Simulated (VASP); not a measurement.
# NbVS3 (P4mm) in VASP: single point with PBE

Aim: the single point of NbVS3 with PBE.

Everything below comes from runs of VASP 6.6.1. Logs are shortened: lines on timing, memory, paths and dates and some standing lists are left out, and cuts for length are marked.

## (1) The cell of the first run

It takes space group P4mm (No. 99, tetragonal). The conventional cell has a = 4.567 Å, b = 4.567 Å, c = 4.567 Å, α = 90.00°, β = 90.00°, γ = 90.00°. Nb (site symmetry 4mm) has 6 S at 2.28 Å within 3.0 Å. Within 4.2 Å of V (site symmetry 4mm) lie 12 S at 3.21 to 3.25 Å and 8 Nb at 3.94 to 3.97 Å. S (site symmetry 2mm) has 2 Nb at 2.28 Å within 3.0 Å. S (site symmetry 4mm) has 2 Nb at 2.28 Å within 3.0 Å.

The cell was built from a structure type or drawn by symmetry, and may not be a known phase.

## (2) Single point, PBE, collinear spin, ferromagnetic start

INCAR

```
ALGO     = Normal         # electronic algorithm
EDIFF    = 1E-7           # SCF threshold, eV
ENCUT    = 520            # plane-wave cutoff, eV
GGA      = PE             # functional
ISIF     = 2              # what is computed and relaxed
ISMEAR   = 0              # smearing method
ISPIN    = 2              # spin polarisation
LASPH    = T              # aspherical terms in the spheres
LCHARG   = F              # write CHGCAR
LMAXMIX  = 4              # l up to which the mixer works
LORBIT   = 11             # projections on sites
LREAL    = F              # projectors in reciprocal space
LWAVE    = F              # write WAVECAR
MAGMOM   = 0 2 0 0 0      # initial moments
NBANDS   = 34             # bands
NELM     = 150            # most SCF steps
PREC     = Accurate       # precision mode
SIGMA    = 0.1            # smearing width, eV
```

KPOINTS

```
k-points
0
Gamma
  4 4 4
```

POSCAR

```
NbVS3
1.0
    4.5667035300      0.0000000000      0.0000000000
    0.0000000000      4.5667035300      0.0000000000
    0.0000000000      0.0000000000      4.5672980100
Nb V S
1 1 3
Direct
    0.0000000000      0.0000000000      0.4866651000
    0.5000000000      0.5000000000      0.9920643000
    0.5000000000      0.0000000000      0.4863043100
    0.0000000000      0.0000000000      0.9866249600
    0.0000000000      0.5000000000      0.4863043100
```

Potentials or basis: VASP PAW PBE potentials, release 64 (Nb_sv, V_sv, S).

Command:

```console
$ cat potpaw_PBE.64/Nb_sv/POTCAR potpaw_PBE.64/V_sv/POTCAR potpaw_PBE.64/S/POTCAR > POTCAR
$ mpirun -np 1 vasp_std > vasp.out
```

OUTCAR:

```text
EDIFF = 1E-7
   ENCUT = 520
   GGA = PE
   ISIF = 2
   ISMEAR = 0
   ISPIN = 2
   LASPH = T
   LORBIT = 11
   LREAL = F
   NELM = 150
   PREC = Accurate

 ion  position               nearest neighbor table
   1  0.000  0.000  0.487-   3 2.28   5 2.28   5 2.28   3 2.28   4 2.28   4 2.28
   2  0.500  0.500  0.992-
   3  0.500  0.000  0.486-   1 2.28   1 2.28
   4  0.000  0.000  0.987-   1 2.28   1 2.28
   5  0.000  0.500  0.486-   1 2.28   1 2.28

  LATTYP: Found a simple tetragonal cell.
 ALAT       =     4.5667035300
 C/A-ratio  =     1.0001301771

  Lattice vectors:

 A1 = (   4.5667035300,   0.0000000000,   0.0000000000)
 A2 = (   0.0000000000,   4.5667035300,   0.0000000000)
 A3 = (   0.0000000000,   0.0000000000,   4.5672980100)

Analysis of symmetry for initial positions (statically):
=====================================================================
 Subroutine PRICEL returns:
 Original cell was already a primitive cell.

 Routine SETGRP: Setting up the symmetry group for a
 simple tetragonal supercell.

 Subroutine GETGRP returns: Found  8 space group operations
 (whereof  8 operations were pure point group operations)
 out of a pool of 16 trial point group operations.

The static configuration has the point symmetry C_4v.

Analysis of symmetry for dynamics (positions and initial velocities):
=====================================================================
 Subroutine PRICEL returns:
 Original cell was already a primitive cell.

 Routine SETGRP: Setting up the symmetry group for a
 simple tetragonal supercell.

 Subroutine GETGRP returns: Found  8 space group operations
 (whereof  8 operations were pure point group operations)
 out of a pool of 16 trial point group operations.

The dynamic configuration has the point symmetry C_4v.

Analysis of structural, dynamic, and magnetic symmetry:
=====================================================================
 Subroutine PRICEL returns:
 Original cell was already a primitive cell.

 Routine SETGRP: Setting up the symmetry group for a
 simple tetragonal supercell.

 Subroutine GETGRP returns: Found  8 space group operations
 (whereof  8 operations were pure point group operations)
 out of a pool of 16 trial point group operations.

The overall configuration has the point symmetry C_4v.

 Subroutine INISYM returns: Found  8 space group operations
 (whereof  8 operations are pure point group operations),
 and found     1 'primitive' translations

----------------------------------------------------------------------------------------

                                     Primitive cell

  volume of cell :      95.2500

  direct lattice vectors                    reciprocal lattice vectors
     4.566703530  0.000000000  0.000000000     0.218976335  0.000000000  0.000000000
     0.000000000  4.566703530  0.000000000     0.000000000  0.218976335  0.000000000
     0.000000000  0.000000000  4.567298010     0.000000000  0.000000000  0.218947833

  length of vectors
     4.566703530  4.566703530  4.567298010     0.218976335  0.218976335  0.218947833

  position of ions in fractional coordinates (direct lattice)
     0.000000000  0.000000000  0.486665100
     0.500000000  0.500000000  0.992064300
     0.500000000  0.000000000  0.486304310
     0.000000000  0.000000000  0.986624960
     0.000000000  0.500000000  0.486304310

  ion indices of the primitive-cell ions
   primitive index   ion index
                 1           1
                 2           2
                 3           3
                 4           4
                 5           5

----------------------------------------------------------------------------------------

 KPOINTS: k-points

Automatic generation of k-mesh.
 Grid dimensions read from file:
 generate k-points for:    4    4    4

 Generating k-lattice:

  Cartesian coordinates                     Fractional coordinates (reciprocal lattice)
     0.054744084  0.000000000  0.000000000     0.250000000  0.000000000  0.000000000
     0.000000000  0.054744084  0.000000000     0.000000000  0.250000000  0.000000000
     0.000000000  0.000000000  0.054736958     0.000000000  0.000000000  0.250000000

  Length of vectors
     0.054744084  0.054744084  0.054736958

  Shift w.r.t. Gamma in fractional coordinates (k-lattice)
     0.000000000  0.000000000  0.000000000

 Subroutine IBZKPT returns following result:
 ===========================================

 Found     18 irreducible k-points:

 Following reciprocal coordinates:
            Coordinates               Weight
  0.000000  0.000000  0.000000      1.000000
  0.250000  0.000000  0.000000      4.000000
  0.500000  0.000000  0.000000      2.000000
  0.250000  0.250000  0.000000      4.000000
  0.500000  0.250000  0.000000      4.000000
  0.500000  0.500000  0.000000      1.000000
[... 10 lines left out ...]
  0.500000  0.250000  0.500000      4.000000
  0.500000  0.500000  0.500000      1.000000
   k-points           NKPTS =     18   k-points in BZ     NKDIM =     18   number of bands    NBANDS=     34
   number of dos      NEDOS =    301   number of ions     NIONS =      5
   total plane-waves  NPLWV =  46656
   dimension x,y,z NGX =    36 NGY =   36 NGZ =   36
   dimension x,y,z NGXF=    72 NGYF=   72 NGZF=   72
   ions per type =               1   1   3
   NGX,Y,Z   is equivalent  to a cutoff of  13.11, 13.11, 13.10 a.u.
   NGXF,Y,Z  is equivalent  to a cutoff of  26.21, 26.21, 26.21 a.u.
 SYSTEM =  unknown system
   PREC   = accura    normal or accurate (medium, high low for compatibility)
   ISTART =      0    job   : 0-new  1-cont  2-samecut
   ICHARG =      2    charge: 1-file 2-atom 10-const
   ISPIN  =      2    spin polarized calculation?
   LNONCOLLINEAR =      F non collinear calculations
   LSORBIT =      F    spin-orbit coupling
   LASPH  =      T    aspherical Exc in radial PAW
   ENCUT  =  520.0 eV  38.22 Ry    6.18 a.u.   8.49  8.49  8.49*2*pi/ulx,y,z
   NELM   =    150;   NELMIN=  2; NELMDL= -5     # of ELM steps
   EDIFF  = 0.1E-06   stopping-criterion for ELM
   LREAL  =      F    real-space projection
   EDIFFG = 0.1E-05   stopping-criterion for IOM
   NSW    =      0    number of steps for IOM
   IBRION =     -1    ionic relax: 0-MD 1-quasi-New 2-CG
   NFREE  =      0    steps in history (QN), initial steepest desc. (CG)
   ISIF   =      2    stress and relaxation
   ISYM   =      2    0-nonsym 1-usesym 2-fastsym
   POTIM  = 0.5000    time-step for ionic-motion
   TEBEG  =    0.0;   TEEND  =   0.0 temperature during run
   PSTRESS=    0.0 pullay stress
   NELECT =      44.0000    total number of electrons
   NUPDOWN=      -1.0000    fix difference up-down
   EMIN   =  10.00;   EMAX   =-10.00  energy-range for DOS
   EFERMI =   0.00;   METHOD = LEGACY
   ISMEAR =     0;   SIGMA  =   0.10  broadening in eV -4-tet -1-fermi 0-gaus
   EFERMI_NEDOS =   21; number of points for ismear=-14 and -15
   IALGO  =     38    algorithm
   IMIX   =      4    mixing-type and parameters
     AMIX     =   0.40;   BMIX     =  1.00
     AMIX_MAG =   1.60;   BMIX_MAG =  1.00
  volume/ion in A,a.u.               =      19.05       128.56
  Fermi-wavevector in a.u.,A,eV,Ry     =   1.265525  2.391495 21.790458  1.601554
  Thomas-Fermi vector in A             =   2.398774
   LORBIT       =     11    0 simple, 1 ext, 2 COOP (PROOUT), +10 PAW based schemes
   GGA     = PE    functional components
   LHFCALC =     F    Hartree Fock is set to
   AEXX    =    0.0000 exact exchange contribution
   IVDW    =     0    specifies the selected vdW correction
   LEPSILON=     F    determine dielectric tensor
   LRPA    =     F    only Hartree local field effects (RPA)
 spin polarized calculation
 Gauss-broadening in eV      SIGMA  =   0.10
  energy-cutoff  :      520.00
  volume of cell :       95.25
 maximum number of plane-waves:      2562
 NGX is ok and might be reduce to    36
   NGX = 17   NGY = 17   NGZ = 17

 number of electron      43.9999986 magnetization       0.1488974

 Free energy of the ion-electron system (eV)
  ---------------------------------------------------
  ext. energy  EPLUGINS =         0.00000000
  ---------------------------------------------------
  free energy    TOTEN  =       -29.95173086 eV

  energy without entropy =      -29.90639291  energy(sigma->0) =      -29.92906189

 E-fermi :   7.4615     XC(G=0): -10.4469

 val. band max:        7.4456518613   @ k =   0.2500   0.0000   0.5000
 cond. band min:       7.4701149542   @ k =   0.2500   0.0000   0.2500
 fundamental gap:      0.0244630928
 Fermi energy:         7.4615209829

 spin component 1

 k-point     1 :       0.0000    0.0000    0.0000
  band No.  band energies     occupation
      1     -57.0538      1.00000
      2     -48.4489      1.00000
      3     -30.9427      1.00000
      4     -30.9419      1.00000
      5     -30.9417      1.00000
      6     -24.6879      1.00000
[... 655 lines left out ...]
     33      15.6184      0.00000
     34      15.6198      0.00000
 Fermi energy:         7.4615209829

 spin component 2

 k-point     1 :       0.0000    0.0000    0.0000
  band No.  band energies     occupation
      1     -56.8869      1.00000
      2     -48.5033      1.00000
      3     -30.7797      1.00000
      4     -30.7797      1.00000
      5     -30.7786      1.00000
      6     -24.7496      1.00000
[... 655 lines left out ...]
     33      15.6179      0.00000
     34      15.6193      0.00000

------------------------ aborting loop because EDIFF is reached ----------------------------------------

  FORCE on cell =-STRESS in cart. coord.  units (eV):
  Direction    XX          YY          ZZ          XY          YZ          ZX
  --------------------------------------------------------------------------------------
  -------------------------------------------------------------------------------------
  Total        8.6868755      8.6868755      8.6750183      0.0000000     -0.0000000      0.0000000
  in kB      146.1198427    146.1198427    145.9203950      0.0000000     -0.0000000      0.0000000
  external PRESSURE =     146.0533602 kB  Pullay stress =       0.0000000 kB

 VOLUME and BASIS-vectors are now :
 -----------------------------------------------------------------------------
  energy-cutoff  :      520.00
  volume of cell :       95.25
      direct lattice vectors                 reciprocal lattice vectors
     4.566703530  0.000000000  0.000000000     0.218976335  0.000000000  0.000000000
     0.000000000  4.566703530  0.000000000     0.000000000  0.218976335  0.000000000
     0.000000000  0.000000000  4.567298010     0.000000000  0.000000000  0.218947833

 POSITION                                       TOTAL-FORCE (eV/Angst)
 -----------------------------------------------------------------------------------
      0.00000      0.00000      2.22274         0.000000     -0.000000     -0.005377
      2.28335      2.28335      4.53105        -0.000000      0.000000      0.085528
      2.28335      0.00000      2.22110         0.000000     -0.000000     -0.034360
      0.00000      0.00000      4.50621         0.000000     -0.000000     -0.011432
      0.00000      2.28335      2.22110         0.000000     -0.000000     -0.034360
 -----------------------------------------------------------------------------------
    total drift:                                0.000000     -0.000000      0.000295

  FREE ENERGIE OF THE ION-ELECTRON SYSTEM (eV)
  ---------------------------------------------------
  free  energy   TOTEN  =       -29.9517308560 eV

  energy  without entropy=      -29.9063929147  energy(sigma->0) =      -29.92906189

 total charge

# of ion       s       p       d       tot
------------------------------------------
    1        2.201   6.114   2.515  10.829
    2        2.076   6.001   3.058  11.135
    3        1.352   2.455   0.000   3.807
    4        1.352   2.455   0.000   3.807
    5        1.352   2.455   0.000   3.807
--------------------------------------------------
tot          8.332  19.480   5.573  33.385

 magnetization (x)

# of ion       s       p       d       tot
------------------------------------------
    1       -0.002  -0.001  -0.075  -0.079
    2        0.001   0.000   0.216   0.218
    3        0.001   0.003   0.000   0.004
    4        0.001   0.003   0.000   0.004
    5        0.001   0.003   0.000   0.004
--------------------------------------------------
tot          0.002   0.007   0.141   0.150
```

Wall time 5.8 min (1 thread of Intel Xeon Platinum 8375C at 2.90GHz (Ice Lake), shared host); peak memory 0.29 GiB.

What came out:

| Quantity | Value |
| --- | --- |
| Free energy | -29.9517 eV |
| Pressure | 14.6 GPa |
| Largest force | 0.086 eV/Å |
| Net moment | 0.15 μB per cell |
| Site moments | Nb -0.08; V +0.22; S +0.00 μB |
| Valence electrons inside the program's atomic spheres | Nb 10.83; V 11.13; S 3.81 |

Forces in eV/Å, atoms in the order of the input:
```
Nb   0.000  0.000 -0.005
V    0.000  0.000  0.086
S    0.000  0.000 -0.034
S    0.000  0.000 -0.011
S    0.000  0.000 -0.034
```

Levels at points of the mesh, in eV from the Fermi level:
Spin up:
| k point | band 19 | band 20 | band 21 | band 22 | band 23 | band 24 | band 25 | band 26 |
| --- | --- | --- | --- | --- | --- | --- | --- | --- |
| (0.00, 0.00, 0.00) | -1.77 | -1.77 | -1.26 | -1.26 | -1.26 | -1.01 | -1.00 | 0.14 |
| (0.50, 0.00, 0.00) | -1.64 | -1.64 | -1.57 | -0.54 | 0.10 | 0.45 | 1.27 | 1.27 |
| (0.50, 0.50, 0.00) | -3.08 | -1.19 | -0.64 | 0.21 | 0.68 | 0.83 | 0.83 | 1.44 |
| (0.00, 0.00, 0.50) | -1.64 | -1.64 | -1.57 | -0.54 | 0.10 | 0.45 | 1.27 | 1.27 |
| (0.50, 0.00, 0.50) | -3.08 | -1.19 | -0.64 | 0.21 | 0.68 | 0.83 | 0.83 | 1.44 |
| (0.50, 0.50, 0.50) | -0.60 | -0.60 | -0.49 | -0.47 | -0.18 | 0.60 | 0.60 | 0.60 |
Spin down:
```csv
k point,band 18,band 19,band 20,band 21,band 22,band 23,band 24,band 25,band 26,band 27
"(0.00, 0.00, 0.00)",-1.91,-1.91,-1.91,-1.27,-1.27,-1.27,-0.07,-0.07,-0.07,0.27
"(0.50, 0.00, 0.00)",-3.32,-1.70,-1.70,-1.65,-0.38,0.49,0.49,1.08,1.44,1.56
"(0.50, 0.50, 0.00)",-3.54,-3.10,-0.83,-0.14,0.10,0.10,0.82,1.48,1.54,2.02
"(0.00, 0.00, 0.50)",-3.32,-1.70,-1.70,-1.65,-0.38,0.49,0.49,1.08,1.44,1.56
"(0.50, 0.00, 0.50)",-3.54,-3.10,-0.83,-0.14,0.10,0.10,0.82,1.48,1.54,2.01
"(0.50, 0.50, 0.50)",-0.60,-0.60,-0.59,-0.23,-0.22,-0.22,-0.18,1.17,1.17,2.03
```

Caveat: the cell stands under pressure. With open d or f shells a metallic result of PBE can be an artefact of self-interaction; +U or a hybrid may open a gap.
